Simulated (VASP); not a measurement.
# PbS (I4/mmm) in VASP: notebook, part 2 of 2

VASP 6.6.1. The steps go on from the part before.

**6. Single point, PBE (zz strain of +3 %)**

The input, INCAR:

```
ALGO = Normal
EDIFF = 1E-7
ENCUT = 520
GGA = PE
ISIF = 2
ISMEAR = -1
LASPH = T
LCHARG = T
LELF = T
LREAL = F
LVHAR = T
LWAVE = F
NBANDS = 17
NELM = 60
PREC = Accurate
SIGMA = 0.01
```

The input, KPOINTS:

```
k-points
0
Gamma
  8 8 8
```

The input, POSCAR:

```
PbS
1.0
    0.0000000000      2.9650000000      3.0539500000
    2.9650000000      0.0000000000      3.0539500000
    2.9650000000      2.9650000000      0.0000000000
Pb S
1 1
Direct
    0.0000000000      0.0000000000      0.0000000000
    0.5000000000      0.5000000000      0.5000000000
```

Potentials or basis: VASP PAW PBE potentials, release 64 (Pb_d, S).

On the command line:

```sh
> cat potpaw_PBE.64/Pb_d/POTCAR potpaw_PBE.64/S/POTCAR > POTCAR
> mpirun -np 1 vasp_std > vasp.out
```

OUTCAR:

```text
EDIFF = 1E-7
   ENCUT = 520
   GGA = PE
   ISIF = 2
   ISMEAR = -1
   LASPH = T
   LREAL = F
   NELM = 60
   PREC = Accurate

 ion  position               nearest neighbor table
   1  0.000  0.000  0.000-   2 2.96   2 2.96   2 2.96   2 2.96   2 3.05   2 3.05
   2  0.500  0.500  0.500-   1 2.96   1 2.96   1 2.96   1 2.96   1 3.05   1 3.05

  LATTYP: Found a body centered tetragonal cell.
 ALAT       =     4.1931432124
 C/A-ratio  =     1.4566399692

  Lattice vectors:

 A1 = (  -2.9650000000,   0.0000000000,   3.0539500000)
 A2 = (   2.9650000000,   0.0000000000,   3.0539500000)
 A3 = (   0.0000000000,   2.9650000000,  -3.0539500000)

Analysis of symmetry for initial positions (statically):
=====================================================================
 Subroutine PRICEL returns:
 Original cell was already a primitive cell.

 Routine SETGRP: Setting up the symmetry group for a
 body centered tetragonal supercell.

 Subroutine GETGRP returns: Found 16 space group operations
 (whereof 16 operations were pure point group operations)
 out of a pool of 16 trial point group operations.

The static configuration has the point symmetry D_4h.

Analysis of symmetry for dynamics (positions and initial velocities):
=====================================================================
 Subroutine PRICEL returns:
 Original cell was already a primitive cell.

 Routine SETGRP: Setting up the symmetry group for a
 body centered tetragonal supercell.

 Subroutine GETGRP returns: Found 16 space group operations
 (whereof 16 operations were pure point group operations)
 out of a pool of 16 trial point group operations.

The dynamic configuration has the point symmetry D_4h.

 Subroutine INISYM returns: Found 16 space group operations
 (whereof 16 operations are pure point group operations),
 and found     1 'primitive' translations

----------------------------------------------------------------------------------------

                                     Primitive cell

  volume of cell :      53.6959

  direct lattice vectors                    reciprocal lattice vectors
     0.000000000  2.965000000  3.053950000    -0.168634064  0.168634064  0.163722392
     2.965000000  0.000000000  3.053950000     0.168634064 -0.168634064  0.163722392
     2.965000000  2.965000000  0.000000000     0.168634064  0.168634064 -0.163722392

  length of vectors
     4.256505093  4.256505093  4.193143212     0.289274812  0.289274812  0.289274812

  position of ions in fractional coordinates (direct lattice)
     0.000000000  0.000000000  0.000000000
     0.500000000  0.500000000  0.500000000

  ion indices of the primitive-cell ions
   primitive index   ion index
                 1           1
                 2           2

----------------------------------------------------------------------------------------

 KPOINTS: k-points

Automatic generation of k-mesh.
 Grid dimensions read from file:
 generate k-points for:    8    8    8

 Generating k-lattice:

  Cartesian coordinates                     Fractional coordinates (reciprocal lattice)
    -0.021079258  0.021079258  0.020465299     0.125000000  0.000000000  0.000000000
     0.021079258 -0.021079258  0.020465299     0.000000000  0.125000000  0.000000000
     0.021079258  0.021079258 -0.020465299     0.000000000  0.000000000  0.125000000

  Length of vectors
     0.036159352  0.036159352  0.036159352

  Shift w.r.t. Gamma in fractional coordinates (k-lattice)
     0.000000000  0.000000000  0.000000000

 Subroutine IBZKPT returns following result:
 ===========================================

 Found     59 irreducible k-points:

 Following reciprocal coordinates:
            Coordinates               Weight
  0.000000  0.000000  0.000000      1.000000
  0.125000  0.000000  0.000000      8.000000
  0.250000  0.000000  0.000000      8.000000
  0.375000  0.000000  0.000000      8.000000
  0.500000  0.000000  0.000000      4.000000
  0.125000  0.125000  0.000000      2.000000
[... 16 lines left out ...]
  0.250000  0.000000  0.125000     16.000000
  0.375000  0.000000  0.125000     16.000000
 [... further k-points ...]
   k-points           NKPTS =     59   k-points in BZ     NKDIM =     59   number of bands    NBANDS=     17
   number of dos      NEDOS =    301   number of ions     NIONS =      2
   total plane-waves  NPLWV =  32768
   dimension x,y,z NGX =    32 NGY =   32 NGZ =   32
   dimension x,y,z NGXF=    64 NGYF=   64 NGZF=   64
   ions per type =               1   1
   NGX,Y,Z   is equivalent  to a cutoff of  12.50, 12.50, 12.69 a.u.
   NGXF,Y,Z  is equivalent  to a cutoff of  25.00, 25.00, 25.37 a.u.
 SYSTEM =  unknown system
   PREC   = accura    normal or accurate (medium, high low for compatibility)
   ISTART =      0    job   : 0-new  1-cont  2-samecut
   ICHARG =      2    charge: 1-file 2-atom 10-const
   ISPIN  =      1    spin polarized calculation?
   LNONCOLLINEAR =      F non collinear calculations
   LSORBIT =      F    spin-orbit coupling
   LASPH  =      T    aspherical Exc in radial PAW
   ENCUT  =  520.0 eV  38.22 Ry    6.18 a.u.   7.91  7.91  7.80*2*pi/ulx,y,z
   NELM   =     60;   NELMIN=  2; NELMDL= -5     # of ELM steps
   EDIFF  = 0.1E-06   stopping-criterion for ELM
   LREAL  =      F    real-space projection
   EDIFFG = 0.1E-05   stopping-criterion for IOM
   NSW    =      0    number of steps for IOM
   IBRION =     -1    ionic relax: 0-MD 1-quasi-New 2-CG
   NFREE  =      0    steps in history (QN), initial steepest desc. (CG)
   ISIF   =      2    stress and relaxation
   ISYM   =      2    0-nonsym 1-usesym 2-fastsym
   POTIM  = 0.5000    time-step for ionic-motion
   TEBEG  =    0.0;   TEEND  =   0.0 temperature during run
   PSTRESS=    0.0 pullay stress
   NELECT =      20.0000    total number of electrons
   NUPDOWN=      -1.0000    fix difference up-down
   EMIN   =  10.00;   EMAX   =-10.00  energy-range for DOS
   EFERMI =   0.00;   METHOD = LEGACY
   ISMEAR =    -1;   SIGMA  =   0.01  broadening in eV -4-tet -1-fermi 0-gaus
   EFERMI_NEDOS =   21; number of points for ismear=-14 and -15
   IALGO  =     38    algorithm
   IMIX   =      4    mixing-type and parameters
     AMIX     =   0.40;   BMIX     =  1.00
     AMIX_MAG =   1.60;   BMIX_MAG =  1.00
  volume/ion in A,a.u.               =      26.85       181.18
  Fermi-wavevector in a.u.,A,eV,Ry     =   1.177889  2.225888 18.877031  1.387423
  Thomas-Fermi vector in A             =   2.314228
   LORBIT       =      0    0 simple, 1 ext, 2 COOP (PROOUT), +10 PAW based schemes
   GGA     = PE    functional components
   LHFCALC =     F    Hartree Fock is set to
   AEXX    =    0.0000 exact exchange contribution
   IVDW    =     0    specifies the selected vdW correction
   LEPSILON=     F    determine dielectric tensor
   LRPA    =     F    only Hartree local field effects (RPA)
 non-spin polarized calculation
  energy-cutoff  :      520.00
  volume of cell :       53.70
 maximum number of plane-waves:      1460
   NGX = 15   NGY = 15   NGZ = 15

 number of electron      20.0000004 magnetization

 Free energy of the ion-electron system (eV)
  ---------------------------------------------------
  ext. energy  EPLUGINS =         0.00000000
  ---------------------------------------------------
  free energy    TOTEN  =        -8.75830710 eV

  energy without entropy =       -8.75830710  energy(sigma->0) =       -8.75830710

 E-fermi :   5.6744     XC(G=0):  -9.5461

 val. band max:        5.4354566689   @ k =   0.5000   0.0000   0.0000
 cond. band min:       5.8803273417   @ k =   0.5000   0.0000   0.0000
 fundamental gap:      0.4448706728
 Fermi energy:         5.6743529997

 k-point     1 :       0.0000    0.0000    0.0000
  band No.  band energies     occupation
      1     -11.3337      2.00000
      2     -11.3337      2.00000
      3     -11.3265      2.00000
      4     -11.3248      2.00000
      5     -11.3027      2.00000
      6      -7.8963      2.00000
[... 9 lines left out ...]
     16      12.3162      0.00000
     17      14.0304      0.00000

 k-point     2 :       0.1250    0.0000    0.0000
  band No.  band energies     occupation
      1     -11.3332      2.00000
      2     -11.3302      2.00000
      3     -11.3288      2.00000
      4     -11.3192      2.00000
      5     -11.3050      2.00000
      6      -7.7694      2.00000
[... 9 lines left out ...]
     16      12.6583      0.00000
     17      14.9841      0.00000
[... 421 lines left out ...]
 k-point    24 :       0.3750    0.0000    0.1250
  band No.  band energies     occupation
      1     -11.3491      2.00000
      2     -11.3320      2.00000
      3     -11.3309      2.00000
      4     -11.3040      2.00000
      5     -11.2862      2.00000
      6      -7.0033      2.00000
[... 9 lines left out ...]
     16      15.2547      0.00000
     17      16.9160      0.00000

 [... further k-points ...]
[... 5 lines left out ...]
  --------------------------------------------------------------------------------------
  -------------------------------------------------------------------------------------
  Total        0.5555883      0.5555883     -0.5106712      0.0000000      0.0000000      0.0000000
  in kB       16.5776282     16.5776282    -15.2373913      0.0000000      0.0000000      0.0000000
  external PRESSURE =       5.9726217 kB  Pullay stress =       0.0000000 kB

 VOLUME and BASIS-vectors are now :
 -----------------------------------------------------------------------------
  energy-cutoff  :      520.00
  volume of cell :       53.70
      direct lattice vectors                 reciprocal lattice vectors
     0.000000000  2.965000000  3.053950000    -0.168634064  0.168634064  0.163722392
     2.965000000  0.000000000  3.053950000     0.168634064 -0.168634064  0.163722392
     2.965000000  2.965000000  0.000000000     0.168634064  0.168634064 -0.163722392

 POSITION                                       TOTAL-FORCE (eV/Angst)
 -----------------------------------------------------------------------------------
      0.00000      0.00000      0.00000         0.000000      0.000000     -0.000000
      2.96500      2.96500      3.05395         0.000000      0.000000      0.000000
 -----------------------------------------------------------------------------------
    total drift:                                0.000000     -0.000000     -0.000000

  FREE ENERGIE OF THE ION-ELECTRON SYSTEM (eV)
  ---------------------------------------------------
  free  energy   TOTEN  =        -8.7583071007 eV

  energy  without entropy=       -8.7583071007  energy(sigma->0) =       -8.75830710
```

OSZICAR:

```text
N       E                     dE             d eps       ncg     rms          rms(c)
DAV:   1     0.160660775368E+03    0.16066E+03   -0.97065E+03  2014   0.123E+03
DAV:   2     0.366520749618E+01   -0.15700E+03   -0.15101E+03  2126   0.312E+02
DAV:   3    -0.894630719875E+01   -0.12612E+02   -0.12499E+02  2615   0.931E+01
DAV:   4    -0.925670153135E+01   -0.31039E+00   -0.31011E+00  2584   0.162E+01
DAV:   5    -0.926836263620E+01   -0.11661E-01   -0.11660E-01  2955   0.306E+00    0.445E+00
DAV:   6    -0.875382219051E+01    0.51454E+00   -0.14846E+00  3196   0.804E+00    0.312E+00
DAV:   7    -0.875489619275E+01   -0.10740E-02   -0.14523E-01  2406   0.189E+00    0.183E+00
DAV:   8    -0.875867267883E+01   -0.37765E-02   -0.17274E-02  2339   0.139E+00    0.317E-01
DAV:   9    -0.875809044013E+01    0.58224E-03   -0.37126E-03  3234   0.519E-01    0.896E-02
DAV:  10    -0.875829987433E+01   -0.20943E-03   -0.39552E-04  2334   0.115E-01    0.646E-02
DAV:  11    -0.875830609384E+01   -0.62195E-05   -0.64717E-05  2857   0.861E-02    0.167E-02
DAV:  12    -0.875830709587E+01   -0.10020E-05   -0.41862E-06  2639   0.199E-02    0.352E-03
DAV:  13    -0.875830710071E+01   -0.48333E-08   -0.17515E-07  2484   0.418E-03
   1 F= -.87583071E+01 E0= -.87583071E+01  d E =-.399105E-11
```

Wall time 57 s (1 thread of AMD EPYC 7R43 (Zen 3), shared host); peak memory 0.16 GiB.

Results:

```
Free energy            : -8.7583 eV
Pressure               : 0.6 GPa
Band gap on the k mesh : 0.44 eV, direct
```

Stress tensor (GPa, compression positive):
```
 1.66  0.00  0.00
 0.00  1.66  0.00
 0.00  0.00 -1.52
```

Levels at points of the mesh, in eV from the valence-band top:
```
           k point  band 7  band 8  band 9  band 10  band 11  band 12  band 13  band 14
(0.00, 0.00, 0.00)   -6.07   -2.10   -2.10    -1.87     4.73     5.36     5.36     6.70
(0.50, 0.00, 0.00)   -8.68   -1.68   -1.62     0.00     0.44     1.96     2.12     8.64
(0.50, 0.50, 0.00)   -7.05   -4.90   -3.21    -3.21     4.08     5.27     5.71     5.71
(0.50, 0.00, 0.50)   -7.19   -4.96   -3.41    -3.11     3.97     5.23     5.61     5.84
```

Caveat: the cell differs from its parent crystal (zz strain of +3 %); spin-orbit coupling is left out, which moves the levels of the heavy elements. A k mesh can miss the band edges.

**7. The runs side by side**

```tsv
cell	gap on the mesh (eV)	pressure (GPa)
a = 4.172, b = 4.172, c = 4.151 Å, angles 60.2, 60.2, 59.7°, 2 atoms	0.28	3.5
a = 4.172, b = 4.172, c = 4.193 Å, angles 59.8, 59.8, 60.3°, 2 atoms	0.32	2.8
a = 4.214, b = 4.214, c = 4.193 Å, angles 60.2, 60.2, 59.7°, 2 atoms	0.40	1.6
a = 4.235, b = 4.235, c = 4.193 Å, angles 60.3, 60.3, 59.3°, 2 atoms	0.42	1.1
a = 4.257, b = 4.257, c = 4.193 Å, angles 60.5, 60.5, 59.0°, 2 atoms	0.44	0.6
```

Alike in all rows: task single point; level PBE; potentials or basis VASP PAW PBE potentials, release 64 (Pb_d, S); no spin polarisation; k mesh 8 × 8 × 8; cutoff (eV) 520; smearing fermi-dirac 0.01 eV.

Caveats: spin-orbit coupling is left out, which moves the levels of the heavy elements.

Absolute energies hang on the potentials; compare differences alone.
